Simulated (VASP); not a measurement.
# Ca5Ta in VASP: a series of runs, part 2 of 2

VASP 6.6.1. Earlier steps stand in the parts before.

### 3 Single point, PBE

INCAR

```
SYSTEM = Ca5Ta
ALGO = Normal ; DIPOL = 0.5 0.5 0.500
EDIFF = 1E-6 ; ENCUT = 520
GGA = PE ; IDIPOL = 3
ISIF = 2 ; ISMEAR = 0
LASPH = .True. ; LCHARG = .True.
LDIPOL = .True. ; LELF = .True.
LREAL = .False. ; LVACPOTAV = .True.
LVHAR = .True. ; LWAVE = .False.
NBANDS = 40 ; NELM = 100
PREC = Accurate ; SIGMA = 0.1
```

KPOINTS

```
k-points
0
Gamma
  4 4 1
  0 0 0
```

POSCAR

```
Ca5Ta
1.0
    5.2420680000      0.0000000000      0.0000000000
    0.0000000000      5.2420680000      0.0000000000
    0.0000000000      0.0000000000     17.0000000000
Ca Ta
5 1
Direct
    0.0000000000      0.5000000000      0.5789441100
    0.5000000000      0.0000000000      0.5789441100
    0.0000000000      0.5000000000      0.4210558900
    0.5000000000      0.0000000000      0.4210558900
    0.0000000000      0.0000000000      0.5000000000
    0.5000000000      0.5000000000      0.5000000000
```

Potentials or basis: VASP PAW PBE potentials, release 64 (Ca_sv, Ta_pv).

On the command line:

```sh
$ cat potpaw_PBE.64/Ca_sv/POTCAR potpaw_PBE.64/Ta_pv/POTCAR > POTCAR
$ mpirun -np 1 vasp_std > vasp.out
```

OUTCAR:

```text
SYSTEM = Ca5Ta
   EDIFF = 1E-6
   ENCUT = 520
   GGA = PE
   ISIF = 2
   ISMEAR = 0
   LASPH = .True.
   LREAL = .False.
   NELM = 100
   PREC = Accurate

 ion  position               nearest neighbor table
   1  0.000  0.500  0.579-   3 2.68   5 2.94   6 2.94   5 2.94   6 2.94
   2  0.500  0.000  0.579-   4 2.68   5 2.94   6 2.94   6 2.94   5 2.94
   3  0.000  0.500  0.421-   1 2.68   5 2.94   6 2.94   5 2.94   6 2.94
   4  0.500  0.000  0.421-   2 2.68   5 2.94   6 2.94   6 2.94   5 2.94
   5  0.000  0.000  0.500-   1 2.94   2 2.94   3 2.94   4 2.94   1 2.94   3 2.94   2 2.94   4 2.94

   6  0.500  0.500  0.500-   1 2.94   2 2.94   3 2.94   4 2.94   2 2.94   4 2.94   1 2.94   3 2.94

  LATTYP: Found a simple tetragonal cell.
 ALAT       =     5.2420680000
 C/A-ratio  =     3.2429949402

  Lattice vectors:

 A1 = (   5.2420680000,   0.0000000000,   0.0000000000)
 A2 = (   0.0000000000,   5.2420680000,   0.0000000000)
 A3 = (   0.0000000000,   0.0000000000,  17.0000000000)

Analysis of symmetry for initial positions (statically):
=====================================================================
 Subroutine PRICEL returns:
 Original cell was already a primitive cell.

 Routine SETGRP: Setting up the symmetry group for a
 simple tetragonal supercell.

 Subroutine GETGRP returns: Found 16 space group operations
 (whereof 16 operations were pure point group operations)
 out of a pool of 16 trial point group operations.

The static configuration has the point symmetry D_4h.

Analysis of symmetry for dynamics (positions and initial velocities):
=====================================================================
 Subroutine PRICEL returns:
 Original cell was already a primitive cell.

 Routine SETGRP: Setting up the symmetry group for a
 simple tetragonal supercell.

 Subroutine GETGRP returns: Found 16 space group operations
 (whereof 16 operations were pure point group operations)
 out of a pool of 16 trial point group operations.

The dynamic configuration has the point symmetry D_4h.

 Subroutine INISYM returns: Found 16 space group operations
 (whereof 16 operations are pure point group operations),
 and found     1 'primitive' translations

----------------------------------------------------------------------------------------

                                     Primitive cell

  volume of cell :     467.1477

  direct lattice vectors                    reciprocal lattice vectors
     5.242068000  0.000000000  0.000000000     0.190764408  0.000000000  0.000000000
     0.000000000  5.242068000  0.000000000     0.000000000  0.190764408  0.000000000
     0.000000000  0.000000000 17.000000000     0.000000000  0.000000000  0.058823529

  length of vectors
     5.242068000  5.242068000 17.000000000     0.190764408  0.190764408  0.058823529

  position of ions in fractional coordinates (direct lattice)
     0.000000000  0.500000000  0.578944110
     0.500000000  0.000000000  0.578944110
     0.000000000  0.500000000  0.421055890
     0.500000000  0.000000000  0.421055890
     0.000000000  0.000000000  0.500000000
     0.500000000  0.500000000  0.500000000

  ion indices of the primitive-cell ions
   primitive index   ion index
                 1           1
[... 36 lines left out ...]
  0.500000  0.000000  0.000000      2.000000
  0.250000  0.250000  0.000000      4.000000
  0.500000  0.250000  0.000000      4.000000
  0.500000  0.500000  0.000000      1.000000
   k-points           NKPTS =      6   k-points in BZ     NKDIM =      6   number of bands    NBANDS=     40
   number of dos      NEDOS =    301   number of ions     NIONS =      6
   total plane-waves  NPLWV = 201600
   dimension x,y,z NGX =    40 NGY =   40 NGZ =  126
   dimension x,y,z NGXF=    80 NGYF=   80 NGZF=  252
   ions per type =               5   1
   NGX,Y,Z   is equivalent  to a cutoff of  12.69, 12.69, 12.32 a.u.
   NGXF,Y,Z  is equivalent  to a cutoff of  25.37, 25.37, 24.64 a.u.
 SYSTEM =  Ca5Ta
   PREC   = accura    normal or accurate (medium, high low for compatibility)
   ISTART =      0    job   : 0-new  1-cont  2-samecut
   ICHARG =      2    charge: 1-file 2-atom 10-const
   ISPIN  =      1    spin polarized calculation?
   LNONCOLLINEAR =      F non collinear calculations
   LSORBIT =      F    spin-orbit coupling
   LASPH  =      T    aspherical Exc in radial PAW
   ENCUT  =  520.0 eV  38.22 Ry    6.18 a.u.   9.75  9.75 31.61*2*pi/ulx,y,z
   NELM   =    100;   NELMIN=  2; NELMDL= -5     # of ELM steps
   EDIFF  = 0.1E-05   stopping-criterion for ELM
   LREAL  =      F    real-space projection
   EDIFFG = 0.1E-04   stopping-criterion for IOM
   NSW    =      0    number of steps for IOM
   IBRION =     -1    ionic relax: 0-MD 1-quasi-New 2-CG
   NFREE  =      0    steps in history (QN), initial steepest desc. (CG)
   ISIF   =      2    stress and relaxation
   ISYM   =      2    0-nonsym 1-usesym 2-fastsym
   POTIM  = 0.5000    time-step for ionic-motion
   TEBEG  =    0.0;   TEEND  =   0.0 temperature during run
   PSTRESS=    0.0 pullay stress
   NELECT =      61.0000    total number of electrons
   NUPDOWN=      -1.0000    fix difference up-down
   EMIN   =  10.00;   EMAX   =-10.00  energy-range for DOS
   EFERMI =   0.00;   METHOD = LEGACY
   ISMEAR =     0;   SIGMA  =   0.10  broadening in eV -4-tet -1-fermi 0-gaus
   EFERMI_NEDOS =   21; number of points for ismear=-14 and -15
   IALGO  =     38    algorithm
   IMIX   =      4    mixing-type and parameters
     AMIX     =   0.40;   BMIX     =  1.00
     AMIX_MAG =   1.60;   BMIX_MAG =  1.00
  volume/ion in A,a.u.               =      77.86       525.41
  Fermi-wavevector in a.u.,A,eV,Ry     =   0.830552  1.569515  9.385520  0.689816
  Thomas-Fermi vector in A             =   1.943288
   LORBIT       =      0    0 simple, 1 ext, 2 COOP (PROOUT), +10 PAW based schemes
   GGA     = PE    functional components
   LHFCALC =     F    Hartree Fock is set to
   AEXX    =    0.0000 exact exchange contribution
   IVDW    =     0    specifies the selected vdW correction
   LEPSILON=     F    determine dielectric tensor
   LRPA    =     F    only Hartree local field effects (RPA)
 non-spin polarized calculation
 Gauss-broadening in eV      SIGMA  =   0.10
  energy-cutoff  :      520.00
  volume of cell :      467.15
 maximum number of plane-waves:     12624
 NGX is ok and might be reduce to    40
   NGX = 19   NGY = 19   NGZ = 63

 dipolmoment           0.000000      0.000000      0.000000 electrons x Angstroem

 number of electron      60.9999998 magnetization

 dipolmoment           0.000000      0.000000     -0.000000 electrons x Angstroem

 Free energy of the ion-electron system (eV)
  ---------------------------------------------------
  ext. energy  EPLUGINS =         0.00000000
  ---------------------------------------------------
  free energy    TOTEN  =       -12.29130225 eV

  energy without entropy =      -12.23856205  energy(sigma->0) =      -12.26493215

 E-fermi :  -0.6057     XC(G=0):  -4.0479

 val. band max:       -0.6399503380   @ k =   0.2500   0.2500   0.0000
 cond. band min:      -0.5549461637   @ k =   0.2500   0.0000   0.0000
 fundamental gap:      0.0850041743
 Fermi energy:        -0.6056859898

 k-point     1 :       0.0000    0.0000    0.0000
  band No.  band energies     occupation
      1     -41.6880      2.00000
      2     -41.5557      2.00000
      3     -41.4044      2.00000
      4     -41.3994      2.00000
      5     -41.3820      2.00000
      6     -34.6035      2.00000
[... 247 lines left out ...]
     39       1.3086      0.00000
     40       2.3966      0.00000

------------------------ aborting loop because EDIFF is reached ----------------------------------------

  FORCE on cell =-STRESS in cart. coord.  units (eV):
  Direction    XX          YY          ZZ          XY          YZ          ZX
  --------------------------------------------------------------------------------------
  -------------------------------------------------------------------------------------
  Total       13.5168359     13.5168359     20.0097867      0.0000000      0.0000000      0.0000000
  in kB       46.3587164     46.3587164     68.6276013      0.0000000      0.0000000      0.0000000
  external PRESSURE =      53.7816781 kB  Pullay stress =       0.0000000 kB

 VOLUME and BASIS-vectors are now :
 -----------------------------------------------------------------------------
  energy-cutoff  :      520.00
  volume of cell :      467.15
      direct lattice vectors                 reciprocal lattice vectors
     5.242068000  0.000000000  0.000000000     0.190764408  0.000000000  0.000000000
     0.000000000  5.242068000  0.000000000     0.000000000  0.190764408  0.000000000
     0.000000000  0.000000000 17.000000000     0.000000000  0.000000000  0.058823529

 POSITION                                       TOTAL-FORCE (eV/Angst)
 -----------------------------------------------------------------------------------
      0.00000      2.62103      9.84205         0.000000      0.000000      3.736770
      2.62103      0.00000      9.84205         0.000000     -0.000000      3.736770
      0.00000      2.62103      7.15795         0.000000      0.000000     -3.736770
      2.62103      0.00000      7.15795        -0.000000     -0.000000     -3.736770
      0.00000      0.00000      8.50000         0.000000     -0.000000      0.000000
      2.62103      2.62103      8.50000         0.000000     -0.000000      0.000000
 -----------------------------------------------------------------------------------
    total drift:                                0.000000      0.000000     -0.000000

  FREE ENERGIE OF THE ION-ELECTRON SYSTEM (eV)
  ---------------------------------------------------
  free  energy   TOTEN  =       -12.2913022504 eV

  energy  without entropy=      -12.2385620461  energy(sigma->0) =      -12.26493215

 vacuum level on the upper side and lower side of the slab         2.349         2.349
```

Wall time 92 s (1 thread of AMD EPYC 9R45 (Zen 5), shared host); peak memory 0.46 GiB.

What came out:

```yaml
Free_energy: -12.2913 eV
Largest_force: 3.737 eV/Å
Band_gap_on_the_k_mesh: zero (an odd number of electrons rules out a gap without spin polarisation)
```

Forces in eV/Å, atoms in the order of the input:
```
Ca   0.000  0.000  3.737
Ca   0.000  0.000  3.737
Ca   0.000  0.000 -3.737
Ca   0.000  0.000 -3.737
Ca   0.000  0.000  0.000
Ta   0.000  0.000  0.000
```

Caveat: spin-orbit coupling is left out, which moves the levels of the heavy elements.

### 4 Single point, PBE

This run uses another cell than the first one.

INCAR

```
SYSTEM = Ca5Ta
  PREC = Accurate
  ENCUT = 520
  EDIFF = 1E-7
  ISMEAR = 0
  SIGMA = 0.1
  LREAL = .FALSE.
  LASPH = .TRUE.
  NELM = 100
  ALGO = Normal
  ISIF = 2
  LWAVE = .FALSE.
  LCHARG = .FALSE.
  LDIPOL = .TRUE.
  IDIPOL = 3
  DIPOL = 0.5 0.5 0.291
  GGA = PE
  NBANDS = 40
```

KPOINTS

```
regular mesh
0
G
  4 4 1
  0 0 0
```

POSCAR

```
Ca5Ta
1.0
    5.3733328576      0.0000000000      0.0000000000
    0.0000000000      5.3733328576      0.0000000000
    0.0000000000      0.0000000000     29.1681994800
Ca Ta
5 1
Direct
    1.0000000000      0.5000000000      0.3572162978
    0.5000000000      0.0000000000      0.3572162978
    1.0000000000      0.5000000000      0.2256102154
    0.5000000000      0.0000000000      0.2256102154
    0.0000000000      0.0000000000      0.2914132566
    0.5000000000      0.5000000000      0.2914132566
```

On the command line:

```sh
$ cat potpaw_PBE.64/Ca_sv/POTCAR potpaw_PBE.64/Ta_pv/POTCAR > POTCAR
$ mpirun -np 1 vasp_std > vasp.out
```

Wall time 3.1 min (1 thread of AMD EPYC 9R45 (Zen 5), shared host); peak memory 0.78 GiB.

The run converged. Its results:

| Quantity | Value |
| --- | --- |
| Free energy | -16.9101 eV |
| Largest force | 0.510 eV/Å |
| Band gap on the k mesh | zero (an odd number of electrons rules out a gap without spin polarisation) |

Forces on the atoms (eV/Å):
```
Ca   0.000  0.000  0.510
Ca   0.000  0.000  0.510
Ca   0.000  0.000 -0.510
Ca   0.000  0.000 -0.510
Ca   0.000  0.000  0.000
Ta   0.000  0.000  0.000
```

Levels at points of the mesh, in eV from the Fermi level:
| k point | band 27 | band 28 | band 29 | band 30 | band 31 | band 32 | band 33 | band 34 |
| --- | --- | --- | --- | --- | --- | --- | --- | --- |
| (0.00, 0.00, 0.00) | -1.01 | -0.91 | -0.63 | -0.08 | -0.08 | 0.40 | 0.53 | 0.56 |
| (0.50, 0.00, 0.00) | -1.01 | -0.49 | -0.42 | -0.16 | -0.06 | -0.05 | 0.23 | 0.38 |
| (0.50, 0.50, 0.00) | -1.27 | -1.08 | -1.08 | -0.13 | 0.12 | 0.23 | 0.37 | 0.40 |

Caveat: spin-orbit coupling is left out, which moves the levels of the heavy elements.

### 5 Single point, PBE

This run uses another cell than the first one.

INCAR

```
  PREC = Accurate
  ENCUT = 520
  EDIFF = 1E-6
  ISMEAR = 0
  SIGMA = 0.1
  LREAL = F
  LASPH = T
  NELM = 60
  ALGO = Normal
  ISIF = 2
  LWAVE = F
  LCHARG = F
  LDIPOL = T
  IDIPOL = 3
  DIPOL = 0.5 0.5 0.270
  GGA = PE
  NBANDS = 40
```

KPOINTS

```
Automatic mesh
0
Gamma
  4 4 1
```

POSCAR

```
Ca5Ta
1.0
    5.2256474349      0.0000000000      0.0000000000
    0.0000000000      5.2256474349      0.0000000000
    0.0000000000      0.0000000000     31.4774249284
Ca Ta
5 1
Direct
    1.0000000000      0.5000000000      0.3397963398
    0.5000000000      0.0000000000      0.3397963398
    1.0000000000      0.5000000000      0.2002732509
    0.5000000000      0.0000000000      0.2002732509
    0.0000000000      0.0000000000      0.2700347954
    0.5000000000      0.5000000000      0.2700347954
```

On the command line:

```sh
$ cat potpaw_PBE.64/Ca_sv/POTCAR potpaw_PBE.64/Ta_pv/POTCAR > POTCAR
$ mpirun -np 1 vasp_std > vasp.out
```

Wall time 3.6 min (1 thread of AMD EPYC 9R45 (Zen 5), shared host); peak memory 0.82 GiB.

The run converged. Its results:

```yaml
Free_energy: -17.1481 eV
Largest_force: 0.018 eV/Å
Band_gap_on_the_k_mesh: zero (an odd number of electrons rules out a gap without spin polarisation)
```

Forces in eV/Å, atoms in the order of the input:
```
Ca   0.000  0.000 -0.018
Ca   0.000  0.000 -0.018
Ca   0.000  0.000  0.018
Ca   0.000  0.000  0.018
Ca   0.000  0.000  0.000
Ta   0.000  0.000  0.000
```

Levels at points of the mesh, in eV from the Fermi level:
```tsv
k point	band 26	band 27	band 28	band 29	band 30	band 31	band 32	band 33	band 34	band 35
(0.00, 0.00, 0.00)	-1.46	-0.89	-0.87	-0.29	-0.18	-0.18	0.19	0.36	0.54	0.83
(0.50, 0.00, 0.00)	-1.40	-1.17	-0.53	-0.14	-0.11	-0.06	0.04	0.33	0.61	0.89
(0.50, 0.50, 0.00)	-1.10	-1.10	-1.06	-1.06	0.02	0.17	0.19	0.28	0.76	1.30
```

Caveat: spin-orbit coupling is left out, which moves the levels of the heavy elements.

### 6 Single point, PBE

This run uses another cell than the first one.

INCAR

```
SYSTEM = Ca5Ta
PREC     = Accurate       ! precision mode
ENCUT    = 520            ! plane-wave cutoff, eV
EDIFF    = 1E-6           ! SCF threshold, eV
ISMEAR   = 0              ! smearing method
SIGMA    = 0.1            ! smearing width, eV
LREAL    = .FALSE.        ! projectors in reciprocal space
LASPH    = .TRUE.         ! aspherical terms in the spheres
NELM     = 60             ! most SCF steps
ALGO     = Normal         ! electronic algorithm
ISIF     = 2              ! what is computed and relaxed
LWAVE    = .FALSE.        ! write WAVECAR
LCHARG   = .FALSE.        ! write CHGCAR
LDIPOL   = .TRUE.       
IDIPOL   = 3            
DIPOL    = 0.5 0.5 0.270
GGA      = PE             ! functional
NBANDS   = 40             ! bands
```

KPOINTS

```
Automatic mesh
0
G
  8 8 1
  0 0 0
```

POSCAR is that of step 5.

Potentials or basis: VASP PAW PBE potentials, release 64 (Ca_sv, Ta_pv).

On the command line:

```sh
$ cat potpaw_PBE.64/Ca_sv/POTCAR potpaw_PBE.64/Ta_pv/POTCAR > POTCAR
$ mpirun -np 1 vasp_std > vasp.out
```

Run time: 8.7 min. Hardware: 1 thread of AMD EPYC 9R45 (Zen 5), shared host; peak memory 0.96 GiB.

It converged, with:

| Item | Value |
| --- | --- |
| Free energy | -17.1631 eV |
| Largest force | 0.014 eV/Å |
| Band gap on the k mesh | zero (an odd number of electrons rules out a gap without spin polarisation) |

Forces in eV/Å, atoms in the order of the input:
```
Ca   0.000  0.000 -0.014
Ca   0.000  0.000 -0.014
Ca   0.000  0.000  0.014
Ca   0.000  0.000  0.014
Ca   0.000  0.000  0.000
Ta   0.000  0.000  0.000
```

Levels at points of the mesh, in eV from the Fermi level:
| k point | band 27 | band 28 | band 29 | band 30 | band 31 | band 32 | band 33 | band 34 | band 35 | band 36 |
| --- | --- | --- | --- | --- | --- | --- | --- | --- | --- | --- |
| (0.00, 0.00, 0.00) | -0.88 | -0.86 | -0.28 | -0.17 | -0.17 | 0.20 | 0.36 | 0.55 | 0.84 | 0.84 |
| (0.50, 0.00, 0.00) | -1.17 | -0.52 | -0.13 | -0.11 | -0.04 | 0.05 | 0.34 | 0.62 | 0.90 | 1.10 |
| (0.50, 0.50, 0.00) | -1.09 | -1.05 | -1.05 | 0.03 | 0.17 | 0.20 | 0.29 | 0.78 | 1.31 | 1.42 |

Caveat: spin-orbit coupling is left out, which moves the levels of the heavy elements.

### 7 Overview

| cell | k mesh | gap on the mesh (eV) | largest force (eV/Å) |
| --- | --- | --- | --- |
| a = 5.242, b = 5.242, c = 17.000 Å, 6 atoms, atomic positions A | 4 × 4 × 1 | none | 3.74 |
| a = 5.373, b = 5.373, c = 29.168 Å, 6 atoms, atomic positions B | 4 × 4 × 1 | none | 0.51 |
| a = 5.226, b = 5.226, c = 31.477 Å, 6 atoms, atomic positions C | 4 × 4 × 1 | none | 0.02 |
| a = 5.226, b = 5.226, c = 31.477 Å, 6 atoms, atomic positions C | 8 × 8 × 1 | none | 0.01 |

Alike in all rows: task single point; level PBE; potentials or basis VASP PAW PBE potentials, release 64 (Ca_sv, Ta_pv); no spin polarisation; cutoff (eV) 520; smearing gaussian 0.1 eV.

Caveats: spin-orbit coupling is left out, which moves the levels of the heavy elements.

Total energies depend on the potentials used, so only differences within one code and one set of settings carry meaning.
